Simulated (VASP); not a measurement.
# MgO (rocksalt type) (Fm-3m) in VASP: a series of runs

The runs below take MgO (rocksalt type) through relaxation of cell and atoms, with PBE.

Program: VASP 6.6.1. These are calculated values, not measurements. Logs are shortened: lines on timing, memory, paths and dates and some standing lists are left out, and cuts for length are marked.

### Step 1. The cell of the first run

Symmetry: Fm-3m, No. 225, cubic system. Conventional cell: a = 3.777 Å, b = 3.777 Å, c = 3.777 Å, α = 90.00°, β = 90.00°, γ = 90.00°. Mg (site symmetry m-3m) has 6 O at 1.89 Å within 2.5 Å. O (site symmetry m-3m) has 6 Mg at 1.89 Å within 2.5 Å.

### Step 2. Relaxation of cell and atoms, PBE, target pressure 110 GPa, at which the enthalpy is minimised

File INCAR:

```
PREC = Accurate
ENCUT = 600
EDIFF = 1E-7
ISMEAR = -1
SIGMA = 0.1
LREAL = F
LASPH = T
NELM = 100
ALGO = Normal
ISIF = 3
LWAVE = F
LCHARG = F
GGA = PE
IBRION = 2
NSW = 60
EDIFFG = -0.005
PSTRESS = 1100.0
```

File KPOINTS:

```
Automatic mesh
0
Gamma
  17 17 17
```

File POSCAR:

```
MgO
1.0
    0.0000000000      1.8885213611      1.8885213611
    1.8885213611      0.0000000000      1.8885213611
    1.8885213611      1.8885213611      0.0000000000
Mg O
1 1
Direct
    0.0000000000      0.0000000000      0.0000000000
    0.5000000000      0.5000000000      0.5000000000
```

Potentials or basis: VASP PAW PBE potentials, release 64 (Mg, O).

The run is started by

```bash
cat potpaw_PBE.64/Mg/POTCAR potpaw_PBE.64/O/POTCAR > POTCAR
mpirun -np 1 vasp_std > vasp.out
```

OUTCAR:

```text
PREC = Accurate
   ENCUT = 600
   EDIFF = 1E-7
   ISMEAR = -1
   LREAL = F
   LASPH = T
   NELM = 100
   ISIF = 3
   GGA = PE
   IBRION = 2
   NSW = 60
   EDIFFG = -0.005
   PSTRESS = 1100.0

 ion  position               nearest neighbor table
   1  0.000  0.000  0.000-   2 1.89   2 1.89   2 1.89   2 1.89   2 1.89   2 1.89
   2  0.500  0.500  0.500-   1 1.89   1 1.89   1 1.89   1 1.89   1 1.89   1 1.89

  LATTYP: Found a face centered cubic cell.
 ALAT       =     3.7770427222

  Lattice vectors:

 A1 = (   0.0000000000,   1.8885213611,   1.8885213611)
 A2 = (   1.8885213611,   0.0000000000,   1.8885213611)
 A3 = (   1.8885213611,   1.8885213611,   0.0000000000)

Analysis of symmetry for initial positions (statically):
=====================================================================
 Subroutine PRICEL returns:
 Original cell was already a primitive cell.

 Routine SETGRP: Setting up the symmetry group for a
 face centered cubic supercell.

 Subroutine GETGRP returns: Found 48 space group operations
 (whereof 48 operations were pure point group operations)
 out of a pool of 48 trial point group operations.

The static configuration has the point symmetry O_h .

Analysis of symmetry for dynamics (positions and initial velocities):
=====================================================================
 Subroutine PRICEL returns:
 Original cell was already a primitive cell.

 Routine SETGRP: Setting up the symmetry group for a
 face centered cubic supercell.

 Subroutine GETGRP returns: Found 48 space group operations
 (whereof 48 operations were pure point group operations)
 out of a pool of 48 trial point group operations.

The dynamic configuration has the point symmetry O_h .

 Subroutine INISYM returns: Found 48 space group operations
 (whereof 48 operations are pure point group operations),
 and found     1 'primitive' translations

----------------------------------------------------------------------------------------

                                     Primitive cell

  volume of cell :      13.4709

  direct lattice vectors                    reciprocal lattice vectors
     0.000000000  1.888521361  1.888521361    -0.264757397  0.264757397  0.264757397
     1.888521361  0.000000000  1.888521361     0.264757397 -0.264757397  0.264757397
     1.888521361  1.888521361  0.000000000     0.264757397  0.264757397 -0.264757397

  length of vectors
     2.670772522  2.670772522  2.670772522     0.458573264  0.458573264  0.458573264

  position of ions in fractional coordinates (direct lattice)
     0.000000000  0.000000000  0.000000000
     0.500000000  0.500000000  0.500000000

  ion indices of the primitive-cell ions
   primitive index   ion index
                 1           1
                 2           2

----------------------------------------------------------------------------------------

 KPOINTS: Automatic mesh

Automatic generation of k-mesh.
 Grid dimensions read from file:
 generate k-points for:   17   17   17

 Generating k-lattice:

  Cartesian coordinates                     Fractional coordinates (reciprocal lattice)
    -0.015573965  0.015573965  0.015573965     0.058823529  0.000000000  0.000000000
     0.015573965 -0.015573965  0.015573965     0.000000000  0.058823529  0.000000000
     0.015573965  0.015573965 -0.015573965     0.000000000  0.000000000  0.058823529

  Length of vectors
     0.026974898  0.026974898  0.026974898

  Shift w.r.t. Gamma in fractional coordinates (k-lattice)
     0.000000000  0.000000000  0.000000000

 Subroutine IBZKPT returns following result:
 ===========================================

 Found    165 irreducible k-points:

 Following reciprocal coordinates:
            Coordinates               Weight
  0.000000  0.000000  0.000000      1.000000
  0.058824  0.000000  0.000000      8.000000
  0.117647  0.000000  0.000000      8.000000
  0.176471  0.000000  0.000000      8.000000
  0.235294  0.000000  0.000000      8.000000
  0.294118  0.000000  0.000000      8.000000
[... 16 lines left out ...]
 -0.176471  0.058824  0.000000     24.000000
 -0.117647  0.058824  0.000000     24.000000
 [... further k-points ...]
   k-points           NKPTS =    165   k-points in BZ     NKDIM =    165   number of bands    NBANDS=      8
   number of dos      NEDOS =    301   number of ions     NIONS =      2
   total plane-waves  NPLWV =  13824
   dimension x,y,z NGX =    24 NGY =   24 NGZ =   24
   dimension x,y,z NGXF=    48 NGYF=   48 NGZF=   48
   ions per type =               1   1
   NGX,Y,Z   is equivalent  to a cutoff of  14.94, 14.94, 14.94 a.u.
   NGXF,Y,Z  is equivalent  to a cutoff of  29.88, 29.88, 29.88 a.u.
 SYSTEM =  unknown system
   PREC   = accura    normal or accurate (medium, high low for compatibility)
   ISTART =      0    job   : 0-new  1-cont  2-samecut
   ICHARG =      2    charge: 1-file 2-atom 10-const
   ISPIN  =      1    spin polarized calculation?
   LNONCOLLINEAR =      F non collinear calculations
   LSORBIT =      F    spin-orbit coupling
   LASPH  =      T    aspherical Exc in radial PAW
   ENCUT  =  600.0 eV  44.10 Ry    6.64 a.u.   5.33  5.33  5.33*2*pi/ulx,y,z
   NELM   =    100;   NELMIN=  2; NELMDL= -5     # of ELM steps
   EDIFF  = 0.1E-06   stopping-criterion for ELM
   LREAL  =      F    real-space projection
   EDIFFG = -.5E-02   stopping-criterion for IOM
   NSW    =     60    number of steps for IOM
   IBRION =      2    ionic relax: 0-MD 1-quasi-New 2-CG
   NFREE  =      1    steps in history (QN), initial steepest desc. (CG)
   ISIF   =      3    stress and relaxation
   ISYM   =      2    0-nonsym 1-usesym 2-fastsym
   POTIM  = 0.5000    time-step for ionic-motion
   TEBEG  =    0.0;   TEEND  =   0.0 temperature during run
   PSTRESS= 1100.0 pullay stress
   NELECT =       8.0000    total number of electrons
   NUPDOWN=      -1.0000    fix difference up-down
   EMIN   =  10.00;   EMAX   =-10.00  energy-range for DOS
   EFERMI =   0.00;   METHOD = LEGACY
   ISMEAR =    -1;   SIGMA  =   0.10  broadening in eV -4-tet -1-fermi 0-gaus
   EFERMI_NEDOS =   21; number of points for ismear=-14 and -15
   IALGO  =     38    algorithm
   IMIX   =      4    mixing-type and parameters
     AMIX     =   0.40;   BMIX     =  1.00
     AMIX_MAG =   1.60;   BMIX_MAG =  1.00
  volume/ion in A,a.u.               =       6.74        45.45
  Fermi-wavevector in a.u.,A,eV,Ry     =   1.376067  2.600390 25.763455  1.893561
  Thomas-Fermi vector in A             =   2.501346
   LORBIT       =      0    0 simple, 1 ext, 2 COOP (PROOUT), +10 PAW based schemes
   GGA     = PE    functional components
   LHFCALC =     F    Hartree Fock is set to
   AEXX    =    0.0000 exact exchange contribution
   IVDW    =     0    specifies the selected vdW correction
   LEPSILON=     F    determine dielectric tensor
   LRPA    =     F    only Hartree local field effects (RPA)
 conjugate gradient relaxation of ions
 non-spin polarized calculation
  energy-cutoff  :      600.00
  volume of cell :       13.47
 maximum number of plane-waves:       465
 NGX is ok and might be reduce to    24
   NGX = 11   NGY = 11   NGZ = 11

--------------------------------------- Ionic step        1  -------------------------------------------

 number of electron       7.9999999 magnetization

 Free energy of the ion-electron system (eV)
  ---------------------------------------------------
  ext. energy  EPLUGINS =         0.00000000
  ---------------------------------------------------
  free energy    TOTEN  =       -10.45232453 eV

  energy without entropy =      -10.45232453  energy(sigma->0) =      -10.45232453

------------------------ aborting loop because EDIFF is reached ----------------------------------------

  FORCE on cell =-STRESS in cart. coord.  units (eV):
  Direction    XX          YY          ZZ          XY          YZ          ZX
  --------------------------------------------------------------------------------------
  -------------------------------------------------------------------------------------
  Total        9.3348353      9.3348353      9.3348353      0.0000000      0.0000000      0.0000000
  in kB     1110.2519392   1110.2519392   1110.2519392      0.0000000      0.0000000      0.0000000
  external PRESSURE =      10.2519392 kB  Pullay stress =    1100.0000000 kB
[... 61 lines left out ...]
  enthalpy is  TOTEN    =        -1.2033256122 eV   P V=        9.3064472788

--------------------------------------- Ionic step        3  -------------------------------------------

 number of electron       7.9999999 magnetization

 Free energy of the ion-electron system (eV)
  ---------------------------------------------------
  ext. energy  EPLUGINS =         0.00000000
  ---------------------------------------------------
  free energy    TOTEN  =       -10.46954545 eV

  energy without entropy =      -10.46954545  energy(sigma->0) =      -10.46954545

 E-fermi :   8.0837     XC(G=0): -12.7260

 val. band max:        6.1126357320   @ k =   0.0000   0.0000   0.0000
 cond. band min:      14.7147615394   @ k =   0.0000   0.0000   0.0000
 fundamental gap:      8.6021258074
 Fermi energy:         8.0836876634

 k-point     1 :       0.0000    0.0000    0.0000
  band No.  band energies     occupation
      1     -13.1652      2.00000
      2       6.1126      2.00000
      3       6.1126      2.00000
      4       6.1126      2.00000
      5      14.7148      0.00000
      6      23.6913      0.00000
      7      23.6913      0.00000
      8      23.6913      0.00000
[... 243 lines left out ...]
 k-point    24 :      -0.1176    0.0588    0.0000
  band No.  band energies     occupation
      1     -12.7869      2.00000
      2       4.6979      2.00000
      3       5.7497      2.00000
      4       5.9027      2.00000
      5      15.8597      0.00000
      6      21.4136      0.00000
      7      24.3876      0.00000
      8      24.6412      0.00000

 [... further k-points ...]

------------------------ aborting loop because EDIFF is reached ----------------------------------------

  FORCE on cell =-STRESS in cart. coord.  units (eV):
  Direction    XX          YY          ZZ          XY          YZ          ZX
  --------------------------------------------------------------------------------------
  -------------------------------------------------------------------------------------
  Total        9.2669651      9.2669651      9.2669651      0.0000000      0.0000000     -0.0000000
  in kB     1100.1406335   1100.1406335   1100.1406335      0.0000000      0.0000000     -0.0000000
  external PRESSURE =       0.1406335 kB  Pullay stress =    1100.0000000 kB
[... 17 lines left out ...]
  FREE ENERGIE OF THE ION-ELECTRON SYSTEM (eV)
  ---------------------------------------------------
  free  energy   TOTEN  =       -10.4695454511 eV

  energy  without entropy=      -10.4695454510  energy(sigma->0) =      -10.46954545

  enthalpy is  TOTEN    =        -1.2037650134 eV   P V=        9.2657804377

 reached required accuracy - stopping structural energy minimisation
```

It took 39 s on 1 thread of Intel Xeon Platinum 8259CL at 2.50GHz (Skylake/Cascade Lake), shared host; peak memory 0.16 GiB.

What came out:

```
Free energy                                                : -10.4695 eV
Relaxed volume                                             : 6.75 Å³/atom
Relaxed cell                                               : a = 2.672 Å, b = 2.672 Å, c = 2.672 Å, α = 60.00°, β = 60.00°, γ = 60.00°
Space group after relaxing (to 0.1 Å)                      : Fm-3m (No. 225)
Energy change on relaxing (the run minimises the enthalpy) : -8.6 meV/atom
Ionic steps                                                : 3
Pressure after relaxing                                    : 110.0 GPa
Band gap on the k mesh                                     : 8.60 eV
```

The path:
```
step  energy change (eV)  largest force (eV/Å)  pressure (GPa)  volume (Å³)
   1              0.0000                0.0000          111.03        13.47
   2             -0.0574                0.0000          107.64        13.56
   3             -0.0172                0.0000          110.01        13.50
```

Final structure:
```
Mg O
1.0
     0.00000    1.88969    1.88969
     1.88969    0.00000    1.88969
     1.88969    1.88969    0.00000
Mg O
1 1
Direct
  0.00000 0.00000 0.00000
  0.50000 0.50000 0.50000
```

Caveat: the cell is relaxed towards a set pressure, so the run minimises the enthalpy, not the energy; an odd mesh through Γ misses points on the zone boundary, where band edges can lie.

[end of part 1 of 2]
